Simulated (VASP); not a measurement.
# Si3B3I (Pm-3m) in VASP: relaxation of cell and atoms with PBE

Aim: the relaxation of cell and atoms of Si3B3I with PBE.

Everything below comes from runs of VASP 6.6.1. Logs are shortened: lines on timing, memory, paths and dates and some standing lists are left out, and cuts for length are marked.

## (1) The cell of the first run

It takes space group Pm-3m (No. 221, cubic). Conventional cell: a = 4.937 Å, b = 4.937 Å, c = 4.937 Å, α = 90.00°, β = 90.00°, γ = 90.00°. Si (site symmetry 4/mmm) has 4 B at 2.47 Å and 2 I at 2.47 Å within 3.3 Å. B (site symmetry 4/mmm) has 4 Si at 2.47 Å within 3.3 Å. Within 3.3 Å of I (site symmetry m-3m) lie 6 Si at 2.47 Å.

The cell was built from a structure type or drawn by symmetry, and may not be a known phase.

## (2) Relaxation of cell and atoms, PBE

INCAR reads:

```
SYSTEM = Si3B3I
  PREC = Accurate
  ENCUT = 600
  EDIFF = 1E-6
  ISMEAR = 0
  SIGMA = 0.1
  LREAL = .False.
  LASPH = .True.
  NELM = 100
  ALGO = Normal
  ISIF = 3
  LWAVE = .False.
  LCHARG = .False.
  GGA = PE
  IBRION = 2
  NSW = 100
  EDIFFG = -0.01
```

KPOINTS reads:

```
regular mesh
0
Gamma
  8 8 8
  0 0 0
```

POSCAR reads:

```
Si3B3I
1.0
    4.9370236900      0.0000000000      0.0000000000
    0.0000000000      4.9370236900      0.0000000000
    0.0000000000      0.0000000000      4.9370236900
Si B I
3 3 1
Direct
    0.0000000000      0.5000000000      0.5000000000
    0.5000000000      0.5000000000      0.0000000000
    0.5000000000      0.0000000000      0.5000000000
    0.0000000000      0.5000000000      0.0000000000
    0.5000000000      0.0000000000      0.0000000000
    0.0000000000      0.0000000000      0.5000000000
    0.5000000000      0.5000000000      0.5000000000
```

Potentials or basis: VASP PAW PBE potentials, release 64 (Si, B, I).

On the command line:

```
cat potpaw_PBE.64/Si/POTCAR potpaw_PBE.64/B/POTCAR potpaw_PBE.64/I/POTCAR > POTCAR
mpirun -np 1 vasp_std > vasp.out
```

OUTCAR:

```text
SYSTEM = Si3B3I
   PREC = Accurate
   ENCUT = 600
   EDIFF = 1E-6
   ISMEAR = 0
   LREAL = .False.
   LASPH = .True.
   NELM = 100
   ISIF = 3
   GGA = PE
   IBRION = 2
   NSW = 100
   EDIFFG = -0.01

 ion  position               nearest neighbor table
   1  0.000  0.500  0.500-   4 2.47   6 2.47   7 2.47   4 2.47   6 2.47   7 2.47
   2  0.500  0.500  0.000-   4 2.47   5 2.47   7 2.47   7 2.47   5 2.47   4 2.47
   3  0.500  0.000  0.500-   5 2.47   6 2.47   7 2.47   5 2.47   7 2.47   6 2.47
   4  0.000  0.500  0.000-   1 2.47   2 2.47   1 2.47   2 2.47
   5  0.500  0.000  0.000-   2 2.47   3 2.47   3 2.47   2 2.47
   6  0.000  0.000  0.500-   1 2.47   3 2.47   1 2.47   3 2.47
   7  0.500  0.500  0.500-   1 2.47   2 2.47   3 2.47   2 2.47   3 2.47   1 2.47

  LATTYP: Found a simple cubic cell.
 ALAT       =     4.9370236900

  Lattice vectors:

 A1 = (   4.9370236900,   0.0000000000,   0.0000000000)
 A2 = (   0.0000000000,   4.9370236900,   0.0000000000)
 A3 = (   0.0000000000,   0.0000000000,   4.9370236900)

Analysis of symmetry for initial positions (statically):
=====================================================================
 Subroutine PRICEL returns:
 Original cell was already a primitive cell.

 Routine SETGRP: Setting up the symmetry group for a
 simple cubic supercell.

 Subroutine GETGRP returns: Found 48 space group operations
 (whereof 48 operations were pure point group operations)
 out of a pool of 48 trial point group operations.

The static configuration has the point symmetry O_h .

Analysis of symmetry for dynamics (positions and initial velocities):
=====================================================================
 Subroutine PRICEL returns:
 Original cell was already a primitive cell.

 Routine SETGRP: Setting up the symmetry group for a
 simple cubic supercell.

 Subroutine GETGRP returns: Found 48 space group operations
 (whereof 48 operations were pure point group operations)
 out of a pool of 48 trial point group operations.

The dynamic configuration has the point symmetry O_h .

 Subroutine INISYM returns: Found 48 space group operations
 (whereof 48 operations are pure point group operations),
 and found     1 'primitive' translations

----------------------------------------------------------------------------------------

                                     Primitive cell

  volume of cell :     120.3360
[... 108 lines left out ...]
   TEBEG  =    0.0;   TEEND  =   0.0 temperature during run
   PSTRESS=    0.0 pullay stress
   NELECT =      28.0000    total number of electrons
   NUPDOWN=      -1.0000    fix difference up-down
   EMIN   =  10.00;   EMAX   =-10.00  energy-range for DOS
   EFERMI =   0.00;   METHOD = LEGACY
   ISMEAR =     0;   SIGMA  =   0.10  broadening in eV -4-tet -1-fermi 0-gaus
   EFERMI_NEDOS =   21; number of points for ismear=-14 and -15
   IALGO  =     38    algorithm
   IMIX   =      4    mixing-type and parameters
     AMIX     =   0.40;   BMIX     =  1.00
     AMIX_MAG =   1.60;   BMIX_MAG =  1.00
  volume/ion in A,a.u.               =      17.19       116.01
  Fermi-wavevector in a.u.,A,eV,Ry     =   1.006922  1.902806 13.794824  1.013891
  Thomas-Fermi vector in A             =   2.139694
   LORBIT       =      0    0 simple, 1 ext, 2 COOP (PROOUT), +10 PAW based schemes
   GGA     = PE    functional components
   LHFCALC =     F    Hartree Fock is set to
   AEXX    =    0.0000 exact exchange contribution
   IVDW    =     0    specifies the selected vdW correction
   LEPSILON=     F    determine dielectric tensor
   LRPA    =     F    only Hartree local field effects (RPA)
 conjugate gradient relaxation of ions
 non-spin polarized calculation
 Gauss-broadening in eV      SIGMA  =   0.10
  energy-cutoff  :      600.00
  volume of cell :      120.34
 maximum number of plane-waves:      4034
 NGX is ok and might be reduce to    40
   NGX = 19   NGY = 19   NGZ = 19

--------------------------------------- Ionic step        1  -------------------------------------------

 number of electron      27.9999998 magnetization

 Free energy of the ion-electron system (eV)
  ---------------------------------------------------
  ext. energy  EPLUGINS =         0.00000000
  ---------------------------------------------------
  free energy    TOTEN  =       -25.21832704 eV

  energy without entropy =      -25.20079520  energy(sigma->0) =      -25.20956112

------------------------ aborting loop because EDIFF is reached ----------------------------------------

  FORCE on cell =-STRESS in cart. coord.  units (eV):
  Direction    XX          YY          ZZ          XY          YZ          ZX
  --------------------------------------------------------------------------------------
  -------------------------------------------------------------------------------------
  Total       -1.1652340     -1.1652340     -1.1652340      0.0000000      0.0000000      0.0000000
  in kB      -15.5141544    -15.5141544    -15.5141544      0.0000000      0.0000000      0.0000000
  external PRESSURE =     -15.5141544 kB  Pullay stress =       0.0000000 kB
[... 69 lines left out ...]
--------------------------------------- Ionic step        3  -------------------------------------------

 number of electron      27.9999998 magnetization

 Free energy of the ion-electron system (eV)
  ---------------------------------------------------
  ext. energy  EPLUGINS =         0.00000000
  ---------------------------------------------------
  free energy    TOTEN  =       -25.23086339 eV

  energy without entropy =      -25.21689235  energy(sigma->0) =      -25.22387787

 E-fermi :   6.2709     XC(G=0):  -9.9542

 val. band max:        6.2679347320   @ k =   0.5000   0.3750   0.3750
 cond. band min:       6.2806085602   @ k =   0.2500   0.2500   0.1250
 fundamental gap:      0.0126738282
 Fermi energy:         6.2708500719

 k-point     1 :       0.0000    0.0000    0.0000
  band No.  band energies     occupation
      1     -11.0424      2.00000
      2      -2.5511      2.00000
      3      -2.0847      2.00000
      4      -2.0847      2.00000
      5      -2.0847      2.00000
      6      -1.5136      2.00000
[... 481 lines left out ...]
      5      -0.8607      2.00000
      6       0.1444      2.00000
[... 10 lines left out ...]
     17       7.5349      0.00000
     18       8.2086      0.00000

 [... further k-points ...]

------------------------ aborting loop because EDIFF is reached ----------------------------------------

  FORCE on cell =-STRESS in cart. coord.  units (eV):
  Direction    XX          YY          ZZ          XY          YZ          ZX
  --------------------------------------------------------------------------------------
  -------------------------------------------------------------------------------------
  Total       -0.0023423     -0.0023423     -0.0023423     -0.0000000      0.0000000     -0.0000000
  in kB       -0.0318552     -0.0318552     -0.0318552     -0.0000000      0.0000000     -0.0000000
  external PRESSURE =      -0.0318552 kB  Pullay stress =       0.0000000 kB
[... 22 lines left out ...]
  FREE ENERGIE OF THE ION-ELECTRON SYSTEM (eV)
  ---------------------------------------------------
  free  energy   TOTEN  =       -25.2308633878 eV

  energy  without entropy=      -25.2168923540  energy(sigma->0) =      -25.22387787

 reached required accuracy - stopping structural energy minimisation
```

Run time: 2.8 min. Hardware: 1 thread of Intel Xeon Platinum 8259CL at 2.50GHz (Skylake/Cascade Lake), shared host; peak memory 0.3 GiB.

What came out:

```
Free energy                           : -25.2309 eV
Relaxed volume                        : 16.83 Å³/atom
Relaxed cell                          : a = 4.902 Å, b = 4.902 Å, c = 4.902 Å, α = 90.00°, β = 90.00°, γ = 90.00°
Space group after relaxing (to 0.1 Å) : Pm-3m (No. 221)
Energy gained by relaxing             : 1.8 meV/atom
Ionic steps                           : 3
Pressure after relaxing               : 0.0 GPa
Band gap on the k mesh                : zero (bands 14 and 15 overlap by 3.20 eV)
```

Step by step:
| step | energy change (eV) | largest force (eV/Å) | pressure (GPa) | volume (Å³) |
| --- | --- | --- | --- | --- |
| 1 | 0.0000 | 0.0000 | -1.55 | 120.34 |
| 2 | -0.0123 | 0.0000 | 0.23 | 117.46 |
| 3 | -0.0125 | 0.0000 | 0.00 | 117.81 |

Final structure:
```
Si B I
1.0
     4.90219    0.00000    0.00000
     0.00000    4.90219    0.00000
     0.00000    0.00000    4.90219
Si B I
3 3 1
Cartesian
  0.0000 2.4511 2.4511
  2.4511 2.4511 0.0000
  2.4511 0.0000 2.4511
  0.0000 2.4511 0.0000
  2.4511 0.0000 0.0000
  0.0000 0.0000 2.4511
  2.4511 2.4511 2.4511
```

Caveat: spin-orbit coupling is left out, which moves the levels of the heavy elements.
